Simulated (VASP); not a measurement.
Write the native input for VASP 6.6.1 that does the following.

```
Task                   : single point
Functional             : PBE
Potentials or basis    : VASP PAW PBE potentials, release 64 (Cu, Au)
Cutoff                 : 520 eV
k mesh                 : 18 × 18 × 14
Occupations            : gaussian, width 0.15 eV
Spin                   : no spin polarisation
Dipole correction      : no
Further INCAR settings : ALGO = Fast; EDIFF = 1e-06; NBANDS = 18
```

The structure of CuAu lies in POSCAR:

```
CuAu
1.0
    2.8420000000      0.0000000000      0.0000000000
    0.0000000000      2.8420000000      0.0000000000
    0.0000000000      0.0000000000      3.6700000000
Cu Au
1 1
Direct
    0.5000000000      0.5000000000      0.5000000000
    0.0000000000      0.0000000000      0.0000000000
```

This cell differs from its parent crystal: strain +0.015 along x and y, +0.000 along z.

These files were run (other wordings do the same):

INCAR

```
SYSTEM = CuAu
PREC = Accurate
ENCUT = 520
EDIFF = 1E-6
ISMEAR = 0
SIGMA = 0.15
LREAL = .False.
LASPH = .True.
NELM = 60
ALGO = Fast
ISIF = 2
LWAVE = .False.
LCHARG = .False.
GGA = PE
NBANDS = 18
```

KPOINTS

```
Automatic mesh
0
Gamma
  18 18 14
  0 0 0
```

Potentials or basis: VASP PAW PBE potentials, release 64 (Cu, Au).

Launch:

```console
$ cat potpaw_PBE.64/Cu/POTCAR potpaw_PBE.64/Au/POTCAR > POTCAR
$ mpirun -np 1 vasp_std > vasp.out
```

It gave:

```json
{
 "Pressure": "2.0 GPa",
 "Band gap on the k mesh": "zero (band 11 reaches 13.69 eV, above the bottom of band 12 at 6.50 eV)"
}
```

Caveat: the cell differs from its parent crystal (strain +0.015 along x and y, +0.000 along z); spin-orbit coupling is left out, which moves the levels of the heavy elements.

It took 80 s on 1 thread of Intel(R) Xeon(R) 6975P-C (Granite Rapids) (shared host), peak memory 0.35 GiB.
